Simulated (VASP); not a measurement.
# InGaTe2 (I4/mcm) in VASP: single point with LDA

Aim: the single point of InGaTe2 with LDA.

All numbers are computed with VASP 6.6.1; they aren't measurements. Logs are shortened: lines on timing, memory, paths and dates and some standing lists are left out, and cuts for length are marked.

### 1 The cell of the first run

The structure is tetragonal, space group I4/mcm (No. 140). Conventional cell: a = 8.570 Å, b = 8.570 Å, c = 6.820 Å, α = 90.00°, β = 90.00°, γ = 90.00°. Within 4.5 Å of In (site symmetry 422) lie 2 In at 3.41 Å and 8 Te at 3.61 Å and 4 Ga at 4.29 Å. Within 3.5 Å of Ga (site symmetry -42m) lie 4 Te at 2.69 Å and 2 Ga at 3.41 Å. Within 3.5 Å of Te (site symmetry m2m) lie 2 Ga at 2.69 Å.

### 2 Single point, LDA

File INCAR:

```
  ALGO = Normal
  EDIFF = 1E-6
  ENCUT = 520
  GGA = CA
  ISIF = 2
  ISMEAR = 0
  LASPH = T
  LCHARG = F
  LREAL = F
  LWAVE = F
  NBANDS = 48
  NELM = 80
  PREC = Accurate
  SIGMA = 0.01
```

File KPOINTS:

```
k-points
0
Gamma
  3 3 3
```

File POSCAR:

```
InGaTe2
1.0
   -4.2851690000      4.2851690000      3.4098480000
    4.2851690000     -4.2851690000      3.4098480000
    4.2851690000      4.2851690000     -3.4098480000
In Ga Te
2 2 4
Direct
    0.7500000000      0.7500000000      0.0000000000
    0.2500000000      0.2500000000      0.0000000000
    0.2500000000      0.7500000000      0.5000000000
    0.7500000000      0.2500000000      0.5000000000
    0.1713270000      0.6713270000      0.8426540000
    0.6713270000      0.8286730000      0.5000000000
    0.3286730000      0.1713270000      0.5000000000
    0.8286730000      0.3286730000      0.1573460000
```

Potentials or basis: VASP PAW LDA potentials, release 64 (In_d, Ga_d, Te).

On the command line:

```sh
$ cat potpaw_LDA.64/In_d/POTCAR potpaw_LDA.64/Ga_d/POTCAR potpaw_LDA.64/Te/POTCAR > POTCAR
$ mpirun -np 1 vasp_std > vasp.out
```

OUTCAR:

```text
EDIFF = 1E-6
   ENCUT = 520
   GGA = CA
   ISIF = 2
   ISMEAR = 0
   LASPH = T
   LREAL = F
   NELM = 80
   PREC = Accurate

 ion  position               nearest neighbor table
   1  0.750  0.750  0.000-   2 3.41   2 3.41   8 3.61   5 3.61   6 3.61   7 3.61   6 3.61   7 3.61
                             5 3.61   8 3.61
   2  0.250  0.250  0.000-   1 3.41   1 3.41   8 3.61   5 3.61   7 3.61   8 3.61   7 3.61   5 3.61
                             6 3.61   6 3.61
   3  0.250  0.750  0.500-   6 2.69   7 2.69   8 2.69   5 2.69
   4  0.750  0.250  0.500-   6 2.69   7 2.69   5 2.69   8 2.69
   5  0.171  0.671  0.843-   4 2.69   3 2.69   1 3.61   2 3.61   1 3.61   2 3.61
   6  0.671  0.829  0.500-   3 2.69   4 2.69   2 3.61   1 3.61   1 3.61   2 3.61
   7  0.329  0.171  0.500-   3 2.69   4 2.69   1 3.61   2 3.61   2 3.61   1 3.61
   8  0.829  0.329  0.157-   3 2.69   4 2.69   1 3.61   2 3.61   1 3.61   2 3.61

  LATTYP: Found a body centered tetragonal cell.
 ALAT       =     8.5703380000
 C/A-ratio  =     0.7957324437

  Lattice vectors:

 A1 = (  -4.2851690000,   4.2851690000,   3.4098480000)
 A2 = (   4.2851690000,  -4.2851690000,   3.4098480000)
 A3 = (   4.2851690000,   4.2851690000,  -3.4098480000)

Analysis of symmetry for initial positions (statically):
=====================================================================
 Subroutine PRICEL returns:
 Original cell was already a primitive cell.

 Routine SETGRP: Setting up the symmetry group for a
 body centered tetragonal supercell.

 Subroutine GETGRP returns: Found 16 space group operations
 (whereof  8 operations were pure point group operations)
 out of a pool of 16 trial point group operations.

The static configuration has the point symmetry C_4h.
 The point group associated with its full space group is D_4h.

Analysis of symmetry for dynamics (positions and initial velocities):
=====================================================================
 Subroutine PRICEL returns:
 Original cell was already a primitive cell.

 Routine SETGRP: Setting up the symmetry group for a
 body centered tetragonal supercell.

 Subroutine GETGRP returns: Found 16 space group operations
 (whereof  8 operations were pure point group operations)
 out of a pool of 16 trial point group operations.

The dynamic configuration has the point symmetry C_4h.
 The point group associated with its full space group is D_4h.

 Subroutine INISYM returns: Found 16 space group operations
 (whereof  8 operations are pure point group operations),
 and found     1 'primitive' translations

----------------------------------------------------------------------------------------

                                     Primitive cell

  volume of cell :     250.4557

  direct lattice vectors                    reciprocal lattice vectors
    -4.285169000  4.285169000  3.409848000     0.000000000  0.116681512  0.146634102
     4.285169000 -4.285169000  3.409848000     0.116681512  0.000000000  0.146634102
     4.285169000  4.285169000 -3.409848000     0.116681512  0.116681512  0.000000000

  length of vectors
     6.953589728  6.953589728  6.953589728     0.187392997  0.187392997  0.165012577

  position of ions in fractional coordinates (direct lattice)
     0.750000000  0.750000000  0.000000000
     0.250000000  0.250000000  0.000000000
     0.250000000  0.750000000  0.500000000
     0.750000000  0.250000000  0.500000000
     0.171327000  0.671327000  0.842654000
     0.671327000  0.828673000  0.500000000
     0.328673000  0.171327000  0.500000000
     0.828673000  0.328673000  0.157346000

  ion indices of the primitive-cell ions
   primitive index   ion index
                 1           1
                 2           2
                 3           3
                 4           4
                 5           5
                 6           6
                 7           7
                 8           8

----------------------------------------------------------------------------------------

 KPOINTS: k-points

Automatic generation of k-mesh.
 Grid dimensions read from file:
 generate k-points for:    3    3    3

 Generating k-lattice:

  Cartesian coordinates                     Fractional coordinates (reciprocal lattice)
     0.000000000  0.038893837  0.048878034     0.333333333 -0.000000000  0.000000000
     0.038893837  0.000000000  0.048878034    -0.000000000  0.333333333  0.000000000
     0.038893837  0.038893837  0.000000000     0.000000000  0.000000000  0.333333333

  Length of vectors
     0.062464332  0.062464332  0.055004192

  Shift w.r.t. Gamma in fractional coordinates (k-lattice)
     0.000000000  0.000000000  0.000000000

 Subroutine IBZKPT returns following result:
 ===========================================

 Found      6 irreducible k-points:

 Following reciprocal coordinates:
            Coordinates               Weight
  0.000000  0.000000  0.000000      1.000000
  0.333333 -0.000000  0.000000      8.000000
  0.333333  0.333333  0.000000      8.000000
 -0.333333  0.333333  0.000000      4.000000
 -0.333333  0.333333  0.333333      4.000000
 -0.333333 -0.333333  0.333333      2.000000
   k-points           NKPTS =      6   k-points in BZ     NKDIM =      6   number of bands    NBANDS=     48
   number of dos      NEDOS =    301   number of ions     NIONS =      8
   total plane-waves  NPLWV = 157464
   dimension x,y,z NGX =    54 NGY =   54 NGZ =   54
   dimension x,y,z NGXF=   108 NGYF=  108 NGZF=  108
   ions per type =               2   2   4
   NGX,Y,Z   is equivalent  to a cutoff of  12.91, 12.91, 12.91 a.u.
   NGXF,Y,Z  is equivalent  to a cutoff of  25.82, 25.82, 25.82 a.u.
 SYSTEM =  unknown system
   PREC   = accura    normal or accurate (medium, high low for compatibility)
   ISTART =      0    job   : 0-new  1-cont  2-samecut
   ICHARG =      2    charge: 1-file 2-atom 10-const
   ISPIN  =      1    spin polarized calculation?
   LNONCOLLINEAR =      F non collinear calculations
   LSORBIT =      F    spin-orbit coupling
   LASPH  =      T    aspherical Exc in radial PAW
   ENCUT  =  520.0 eV  38.22 Ry    6.18 a.u.  12.93 12.93 12.93*2*pi/ulx,y,z
   NELM   =     80;   NELMIN=  2; NELMDL= -5     # of ELM steps
   EDIFF  = 0.1E-05   stopping-criterion for ELM
   LREAL  =      F    real-space projection
   EDIFFG = 0.1E-04   stopping-criterion for IOM
   NSW    =      0    number of steps for IOM
   IBRION =     -1    ionic relax: 0-MD 1-quasi-New 2-CG
   NFREE  =      0    steps in history (QN), initial steepest desc. (CG)
   ISIF   =      2    stress and relaxation
   ISYM   =      2    0-nonsym 1-usesym 2-fastsym
   POTIM  = 0.5000    time-step for ionic-motion
   TEBEG  =    0.0;   TEEND  =   0.0 temperature during run
   PSTRESS=    0.0 pullay stress
   NELECT =      76.0000    total number of electrons
   NUPDOWN=      -1.0000    fix difference up-down
   EMIN   =  10.00;   EMAX   =-10.00  energy-range for DOS
   EFERMI =   0.00;   METHOD = LEGACY
   ISMEAR =     0;   SIGMA  =   0.01  broadening in eV -4-tet -1-fermi 0-gaus
   EFERMI_NEDOS =   21; number of points for ismear=-14 and -15
   IALGO  =     38    algorithm
   IMIX   =      4    mixing-type and parameters
     AMIX     =   0.40;   BMIX     =  1.00
     AMIX_MAG =   1.60;   BMIX_MAG =  1.00
  volume/ion in A,a.u.               =      31.31       211.27
  Fermi-wavevector in a.u.,A,eV,Ry     =   1.100109  2.078905 16.466313  1.210240
  Thomas-Fermi vector in A             =   2.236515
   LORBIT       =      0    0 simple, 1 ext, 2 COOP (PROOUT), +10 PAW based schemes
   GGA     = CA    functional components
   LHFCALC =     F    Hartree Fock is set to
   AEXX    =    0.0000 exact exchange contribution
   IVDW    =     0    specifies the selected vdW correction
   LEPSILON=     F    determine dielectric tensor
   LRPA    =     F    only Hartree local field effects (RPA)
 non-spin polarized calculation
 Gauss-broadening in eV      SIGMA  =   0.01
  energy-cutoff  :      520.00
  volume of cell :      250.46
 maximum number of plane-waves:      6770
 NGX is ok and might be reduce to    54
   NGX = 25   NGY = 25   NGZ = 25

 number of electron      76.0000001 magnetization

 Free energy of the ion-electron system (eV)
  ---------------------------------------------------
  ext. energy  EPLUGINS =         0.00000000
  ---------------------------------------------------
  free energy    TOTEN  =       -30.54496001 eV

  energy without entropy =      -30.54496001  energy(sigma->0) =      -30.54496001

 E-fermi :   4.9757     XC(G=0):  -9.4301

 val. band max:        4.9020207489   @ k =  -0.3333  -0.3333   0.3333
 cond. band min:       5.3153466111   @ k =  -0.3333  -0.3333   0.3333
 fundamental gap:      0.4133258622
 Fermi energy:         4.9757147963

 k-point     1 :       0.0000    0.0000    0.0000
  band No.  band energies     occupation
      1     -10.4599      2.00000
      2     -10.4599      2.00000
      3     -10.4258      2.00000
      4     -10.4143      2.00000
      5     -10.3805      2.00000
      6     -10.3798      2.00000
[... 40 lines left out ...]
     47       9.6233      0.00000
     48       9.6233      0.00000

 k-point     2 :       0.3333   -0.0000    0.0000
  band No.  band energies     occupation
      1     -10.4495      2.00000
      2     -10.4494      2.00000
      3     -10.4067      2.00000
      4     -10.4052      2.00000
      5     -10.3907      2.00000
      6     -10.3907      2.00000
[... 40 lines left out ...]
     47       8.8920      0.00000
     48       9.1842      0.00000

 k-point     3 :       0.3333    0.3333    0.0000
  band No.  band energies     occupation
      1     -10.4494      2.00000
      2     -10.4491      2.00000
      3     -10.4054      2.00000
      4     -10.4053      2.00000
      5     -10.3909      2.00000
      6     -10.3907      2.00000
[... 40 lines left out ...]
     47       8.6412      0.00000
     48       8.9855      0.00000

 k-point     4 :      -0.3333    0.3333    0.0000
  band No.  band energies     occupation
      1     -10.4598      2.00000
      2     -10.4595      2.00000
      3     -10.4258      2.00000
      4     -10.4126      2.00000
      5     -10.3810      2.00000
      6     -10.3798      2.00000
[... 40 lines left out ...]
     47       9.2387      0.00000
     48       9.5680      0.00000

 k-point     5 :      -0.3333    0.3333    0.3333
  band No.  band energies     occupation
      1     -10.4595      2.00000
      2     -10.4594      2.00000
      3     -10.4258      2.00000
      4     -10.4109      2.00000
      5     -10.3815      2.00000
      6     -10.3798      2.00000
[... 40 lines left out ...]
     47       8.6863      0.00000
     48       8.8820      0.00000

 k-point     6 :      -0.3333   -0.3333    0.3333
  band No.  band energies     occupation
      1     -10.4491      2.00000
      2     -10.4491      2.00000
      3     -10.4056      2.00000
      4     -10.4041      2.00000
      5     -10.3909      2.00000
      6     -10.3909      2.00000
[... 40 lines left out ...]
     47       8.6336      0.00000
     48       8.6342      0.00000

------------------------ aborting loop because EDIFF is reached ----------------------------------------

  FORCE on cell =-STRESS in cart. coord.  units (eV):
  Direction    XX          YY          ZZ          XY          YZ          ZX
  --------------------------------------------------------------------------------------
  -------------------------------------------------------------------------------------
  Total       -5.3476732     -5.3476732     -5.8521281      0.0000000      0.0000000      0.0000000
  in kB      -34.2093264    -34.2093264    -37.4363490      0.0000000      0.0000000      0.0000000
  external PRESSURE =     -35.2850006 kB  Pullay stress =       0.0000000 kB

 VOLUME and BASIS-vectors are now :
 -----------------------------------------------------------------------------
  energy-cutoff  :      520.00
  volume of cell :      250.46
      direct lattice vectors                 reciprocal lattice vectors
    -4.285169000  4.285169000  3.409848000     0.000000000  0.116681512  0.146634102
     4.285169000 -4.285169000  3.409848000     0.116681512  0.000000000  0.146634102
     4.285169000  4.285169000 -3.409848000     0.116681512  0.116681512  0.000000000

 POSITION                                       TOTAL-FORCE (eV/Angst)
 -----------------------------------------------------------------------------------
      0.00000      0.00000      5.11477        -0.000000     -0.000000      0.000000
      0.00000      0.00000      1.70492        -0.000000     -0.000000      0.000000
      4.28517      0.00000      1.70492        -0.000000     -0.000000      0.000000
      0.00000      4.28517      1.70492        -0.000000     -0.000000      0.000000
      5.75350      1.46833     -0.00000        -0.201585     -0.201585      0.000000
      2.81684      1.46833      3.40985         0.201585     -0.201585      0.000000
      1.46833      2.81684      0.00000        -0.201585      0.201585     -0.000000
     -1.46833      2.81684      3.40985         0.201585      0.201585     -0.000000
 -----------------------------------------------------------------------------------
    total drift:                                0.000000     -0.000000      0.000000

  FREE ENERGIE OF THE ION-ELECTRON SYSTEM (eV)
  ---------------------------------------------------
  free  energy   TOTEN  =       -30.5449600086 eV

  energy  without entropy=      -30.5449600086  energy(sigma->0) =      -30.54496001
```

It took 84 s on 1 thread of AMD EPYC 7R13 (Zen 3), shared host; peak memory 0.3 GiB.

Results:

```
Free energy            : -30.5450 eV
Pressure               : -3.5 GPa
Largest force          : 0.285 eV/Å
Band gap on the k mesh : 0.41 eV, direct
```

Forces on the atoms (eV/Å):
```
In   0.000  0.000  0.000
In   0.000  0.000  0.000
Ga   0.000  0.000  0.000
Ga   0.000  0.000  0.000
Te  -0.202 -0.202  0.000
Te   0.202 -0.202  0.000
Te  -0.202  0.202  0.000
Te   0.202  0.202  0.000
```

Caveat: spin-orbit coupling is left out, which moves the levels of the heavy elements.
